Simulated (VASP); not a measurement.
# Sn in VASP: single point with PBEsol

Aim: the single point of Sn with PBEsol.

Everything below comes from runs of VASP 6.6.1. Logs are shortened: lines on timing, memory, paths and dates and some standing lists are left out, and cuts for length are marked.

## Step 1: The cell of the first run

The cell holds a slab with vacuum, 10 atoms: a = 4.419 Å, b = 4.419 Å, c = 26.789 Å, α = 90.00°, β = 90.00°, γ = 82.69°.

## Step 2: Single point, PBEsol

Contents of INCAR:

```
PREC = Accurate
ENCUT = 520
EDIFF = 1E-7
ISMEAR = 0
SIGMA = 0.1
LREAL = F
LASPH = T
NELM = 100
ALGO = Fast
ISIF = 2
LWAVE = F
LCHARG = F
LDIPOL = T
IDIPOL = 3
DIPOL = 0.5 0.5 0.500
GGA = PS
NBANDS = 81
```

Contents of KPOINTS:

```
regular mesh
0
Gamma
  8 8 1
```

Contents of POSCAR:

```
Sn
1.0
    4.4186624758      0.0000000000      0.0000000000
    0.5623306887      4.3827345655      0.0000000000
    0.0000000000      0.0000000000     26.7893390032
Sn
10
Direct
    0.7742094116      0.7742094116      0.2799621147
    0.2177617645      0.2177617645      0.3058489248
    0.5484188232      0.5484188232      0.3835093549
    0.9919711761      0.9919711761      0.4093961649
    0.3226282348      0.3226282348      0.4870565950
    0.7661805877      0.7661805877      0.5129434050
    0.0968376464      0.0968376464      0.5906038351
    0.5403899993      0.5403899993      0.6164906451
    0.8710470580      0.8710470580      0.6941510752
    0.3145994109      0.3145994109      0.7200378853
```

Potentials or basis: VASP PAW PBE potentials, release 64 (Sn_d).

Run with:

```
cat potpaw_PBE.64/Sn_d/POTCAR > POTCAR
mpirun -np 1 vasp_std > vasp.out
```

OUTCAR:

```text
PREC = Accurate
   ENCUT = 520
   EDIFF = 1E-7
   ISMEAR = 0
   LREAL = F
   LASPH = T
   NELM = 100
   ISIF = 2
   GGA = PS

 ion  position               nearest neighbor table
   1  0.774  0.774  0.280-   2 3.02   2 3.02   2 3.02   3 3.15   2 3.76   4 3.76
   2  0.218  0.218  0.306-   3 3.02   1 3.02   1 3.02   1 3.02   4 3.15   3 3.76   3 3.76   1 3.76

   3  0.548  0.548  0.384-   4 3.02   4 3.02   4 3.02   2 3.02   5 3.15   1 3.15   6 3.76   4 3.76
                             2 3.76   2 3.76
   4  0.992  0.992  0.409-   3 3.02   3 3.02   3 3.02   5 3.02   2 3.15   6 3.15   3 3.76   5 3.76
                             5 3.76   1 3.76
   5  0.323  0.323  0.487-   6 3.02   6 3.02   6 3.02   4 3.02   3 3.15   7 3.15   8 3.76   6 3.76
                             4 3.76   4 3.76
   6  0.766  0.766  0.513-   5 3.02   5 3.02   5 3.02   7 3.02   4 3.15   8 3.15   3 3.76   5 3.76
                             7 3.76   7 3.76
   7  0.097  0.097  0.591-   8 3.02   8 3.02   8 3.02   6 3.02   9 3.15   5 3.15   8 3.76   6 3.76
                             6 3.76  10 3.76
   8  0.540  0.540  0.616-   7 3.02   7 3.02   7 3.02   9 3.02   6 3.15  10 3.15   5 3.76   7 3.76
                             9 3.76   9 3.76
   9  0.871  0.871  0.694-   8 3.02  10 3.02  10 3.02  10 3.02   7 3.15   8 3.76   8 3.76  10 3.76

  10  0.315  0.315  0.720-   9 3.02   9 3.02   9 3.02   8 3.15   9 3.76   7 3.76

  LATTYP: Found a base centered orthorhombic cell.
 ALAT       =     5.8377784408
 B/A-ratio  =     1.1365034980
 C/A-ratio  =     4.5889612418

  Lattice vectors:

 A1 = (  -0.5623306887,  -4.3827345655,   0.0000000000)
 A2 = (   4.4186624758,   0.0000000000,   0.0000000000)
 A3 = (   0.0000000000,   0.0000000000,  26.7893390032)

Analysis of symmetry for initial positions (statically):
=====================================================================
 Subroutine PRICEL returns:
 Original cell was already a primitive cell.

 Routine SETGRP: Setting up the symmetry group for a
 base centered orthorhombic supercell.

 Subroutine GETGRP returns: Found  4 space group operations
 (whereof  2 operations were pure point group operations)
 out of a pool of  8 trial point group operations.

The static configuration has the point symmetry C_1h.
 The point group associated with its full space group is C_2h.

Analysis of symmetry for dynamics (positions and initial velocities):
=====================================================================
 Subroutine PRICEL returns:
 Original cell was already a primitive cell.

 Routine SETGRP: Setting up the symmetry group for a
 base centered orthorhombic supercell.
[... 137 lines left out ...]
     AMIX     =   0.40;   BMIX     =  1.00
     AMIX_MAG =   1.60;   BMIX_MAG =  1.00
  volume/ion in A,a.u.               =      51.88       350.10
  Fermi-wavevector in a.u.,A,eV,Ry     =   1.057917  1.999173 15.227476  1.119188
  Thomas-Fermi vector in A             =   2.193207
   LORBIT       =      0    0 simple, 1 ext, 2 COOP (PROOUT), +10 PAW based schemes
   GGA     = PS    functional components
   LHFCALC =     F    Hartree Fock is set to
   AEXX    =    0.0000 exact exchange contribution
   IVDW    =     0    specifies the selected vdW correction
   LEPSILON=     F    determine dielectric tensor
   LRPA    =     F    only Hartree local field effects (RPA)
 non-spin polarized calculation
 RMM-DIIS sequential band-by-band and
 Gauss-broadening in eV      SIGMA  =   0.10
  energy-cutoff  :      520.00
  volume of cell :      518.80
 maximum number of plane-waves:     14011
 NGX is ok and might be reduce to    36
   NGX = 17   NGY = 17   NGZ = 99

 dipolmoment           0.000000      0.000000      0.000000 electrons x Angstroem

 number of electron     140.0000007 magnetization

 dipolmoment           0.000000      0.000000     -0.000006 electrons x Angstroem

 Free energy of the ion-electron system (eV)
  ---------------------------------------------------
  ext. energy  EPLUGINS =         0.00000000
  ---------------------------------------------------
  free energy    TOTEN  =       -41.18943669 eV

  energy without entropy =      -41.16176801  energy(sigma->0) =      -41.17560235

 E-fermi :   2.1262     XC(G=0):  -6.0328

 val. band max:        2.0998119845   @ k =   0.1250  -0.0000   0.0000
 cond. band min:       2.1277360409   @ k =   0.1250   0.1250   0.0000
 fundamental gap:      0.0279240564
 Fermi energy:         2.1262340768

 k-point     1 :       0.0000    0.0000    0.0000
  band No.  band energies     occupation
      1     -19.4500      2.00000
      2     -19.4027      2.00000
      3     -19.3870      2.00000
      4     -19.3553      2.00000
      5     -19.3406      2.00000
      6     -19.3361      2.00000
[... 1753 lines left out ...]
     80       6.0980      0.00000
     81       6.5276      0.00000

------------------------ aborting loop because EDIFF is reached ----------------------------------------

 vacuum level on the upper side and lower side of the slab       (xc-potential included)        -0.110        -0.110

  FORCE on cell =-STRESS in cart. coord.  units (eV):
  Direction    XX          YY          ZZ          XY          YZ          ZX
  --------------------------------------------------------------------------------------
  -------------------------------------------------------------------------------------
  Total       -2.1400271     -2.2468683     -1.0284683      0.4163535      0.2170132      0.2466363
  in kB       -6.6089407     -6.9388932     -3.1761682      1.2858042      0.6701913      0.7616748
  external PRESSURE =      -5.5746674 kB  Pullay stress =       0.0000000 kB

 VOLUME and BASIS-vectors are now :
 -----------------------------------------------------------------------------
  energy-cutoff  :      520.00
  volume of cell :      518.80
      direct lattice vectors                 reciprocal lattice vectors
     4.418662476  0.000000000  0.000000000     0.226312828 -0.029037270  0.000000000
     0.562330689  4.382734565  0.000000000     0.000000000  0.228168050  0.000000000
     0.000000000  0.000000000 26.789339003     0.000000000  0.000000000  0.037328282

 POSITION                                       TOTAL-FORCE (eV/Angst)
 -----------------------------------------------------------------------------------
      3.85633      3.39315      7.50000         0.002378      0.002092      0.256486
      1.08467      0.95439      8.19349        -0.055788     -0.049088      0.017721
      2.73167      2.40357     10.27396        -0.000888     -0.000782     -0.232374
      4.94100      4.34755     10.96745         0.060605      0.053326     -0.197133
      1.60701      1.41399     13.04792         0.027521      0.024215      0.121093
      3.81634      3.35797     13.74141        -0.027521     -0.024215     -0.121093
      0.48235      0.42441     15.82189        -0.060605     -0.053326      0.197133
      2.69168      2.36839     16.51538         0.000888      0.000782      0.232374
      4.33868      3.81757     18.59585         0.055788      0.049088     -0.017721
      1.56702      1.37881     19.28934        -0.002378     -0.002092     -0.256486
 -----------------------------------------------------------------------------------
    total drift:                               -0.000097     -0.000085     -0.000520

  FREE ENERGIE OF THE ION-ELECTRON SYSTEM (eV)
  ---------------------------------------------------
  free  energy   TOTEN  =       -41.1894366851 eV

  energy  without entropy=      -41.1617680122  energy(sigma->0) =      -41.17560235

 vacuum level on the upper side and lower side of the slab         6.198         6.198
```

It took 44 min on 1 thread of Oxide Virtual Turin-like, shared host; peak memory 0.88 GiB.

Results:

* Free energy: -41.1894 eV
* Largest force: 0.257 eV/Å
* Band gap on the k mesh: zero (bands 70 and 71 overlap by 2.17 eV)

Forces on the atoms (eV/Å):
```
Sn   0.002  0.002  0.256
Sn  -0.056 -0.049  0.018
Sn  -0.001 -0.001 -0.232
Sn   0.061  0.053 -0.197
Sn   0.028  0.024  0.121
Sn  -0.028 -0.024 -0.121
Sn  -0.061 -0.053  0.197
Sn   0.001  0.001  0.232
Sn   0.056  0.049 -0.018
Sn  -0.002 -0.002 -0.256
```

Levels at points of the mesh, in eV from the Fermi level:
```
           k point  band 66  band 67  band 68  band 69  band 70  band 71  band 72  band 73  band 74  band 75
(0.00, 0.00, 0.00)    -1.63    -1.32    -1.15    -0.86    -0.66    -0.29     0.43     0.55     1.53     2.57
(0.50, 0.00, 0.00)    -0.80    -0.59    -0.39     0.32     0.34     0.63     0.77     1.04     1.37     1.75
(0.50, 0.50, 0.00)    -2.69    -2.62    -2.46    -2.44    -1.53    -0.83    -0.52    -0.14     0.84     0.99
```

Caveat: the PAW data sets were made with another functional, which shifts forces and pressure a little; spin-orbit coupling is left out, which moves the levels of the heavy elements.

The gap in the log of VASP goes by the Fermi energy; the results here count the filled bands.